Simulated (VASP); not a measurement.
BN: single point with PBEsol

Crystal: BN.

```
CELL_PARAMETERS angstrom
0.00000 3.49532 2.16609
1.25163 0.00000 2.16609
1.25163 3.49532 0.00000
ATOMIC_POSITIONS crystal
B 0.00005 0.00005 0.99995
N 0.66667 0.66667 0.33333
```

```json
{
 "Program": "VASP 6.6.1",
 "Task": "single point",
 "Functional": "PBEsol",
 "Potentials or basis": "VASP PAW PBE potentials, release 64 (B, N)",
 "Cutoff": "520 eV",
 "k mesh": "8 × 8 × 8",
 "Occupations": "gaussian, width 0.01 eV",
 "Spin": "no spin polarisation",
 "Dipole correction": "no",
 "Further INCAR settings": "ALGO = Normal; EDIFF = 1e-07; NBANDS = 11"
}
```

* Pressure: 0.9 GPa
* Largest force: 0.013 eV/Å
* Band gap on the k mesh: 3.71 eV, indirect (least direct gap 4.74 eV)

Forces on the atoms (eV/Å):
```
B    0.000  0.000  0.013
N    0.000  0.000 -0.013
```

Stress tensor (GPa, compression positive):
```
1.22 0.00 0.00
0.00 0.07 0.00
0.00 0.00 1.27
```

Levels at points of the mesh, in eV from the valence-band top:
```tsv
k point	band 1	band 2	band 3	band 4	band 5	band 6	band 7	band 8
(0.00, 0.00, 0.00)	-17.86	-4.54	-1.43	-1.42	4.64	11.44	11.50	12.91
(0.50, 0.00, 0.00)	-14.64	-9.03	-4.24	-1.05	4.52	9.72	13.10	15.41
(0.50, 0.50, 0.00)	-14.68	-9.12	-4.23	-0.55	5.69	9.29	11.98	13.53
(0.50, 0.00, 0.50)	-17.66	-6.22	-1.44	-1.42	9.41	11.39	11.46	11.85
(0.00, 0.50, 0.50)	-14.58	-8.93	-4.27	-1.51	3.71	9.80	14.28	18.35
```

Wall time 15 s on 1 thread of Intel(R) Xeon(R) Platinum 8259CL CPU @ 2.50GHz (Skylake/Cascade Lake), on a shared host, peak memory 0.15 GiB.

Caveat: the PAW data sets were made with another functional, which shifts forces and pressure a little. A k mesh can miss the band edges.
